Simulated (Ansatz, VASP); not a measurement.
Two plane-wave programs on Ge4MoW

```
Ge Mo W
1.0
     3.33976    0.00000    0.00000
     0.00000    3.33976    0.00000
     0.00000    0.00000    8.28816
Ge Mo W
4 1 1
Direct
  0.00000 0.00000 0.66274
  0.50000 0.50000 0.16145
  0.00000 0.00000 0.33726
  0.50000 0.50000 0.83855
  0.00000 0.00000 0.00000
  0.50000 0.50000 0.50000
```

Alike in both runs: functional PBE; k mesh 12 × 12 × 6; occupations gaussian, width 0.1 eV; no spin polarisation.

Ansatz relaxed the structure, and its values are those at the end. VASP's run is a single point on that final structure, the one shown.

```csv
,VASP,Ansatz
version,VASP 6.6.1,Ansatz 0.2.0
potentials or method,"VASP PAW PBE potentials, release 64 (Ge_d, Mo_sv, W_sv), cutoff 520 eV","scalar-relativistic, plane waves, PAW"
valence electrons in the cell,84,84
```

```tsv
	VASP	Ansatz	Ansatz less VASP
gap on the k mesh at the Fermi level (eV)	none	none	-
pressure (GPa)	0.3	0.0	-0.31
rms of the force components (eV/Å)	0.004	0.001	-0.0030
```

A gap of «none» marks a metal or a gap that the smearing closes.

Neither program's run includes spin-orbit coupling.
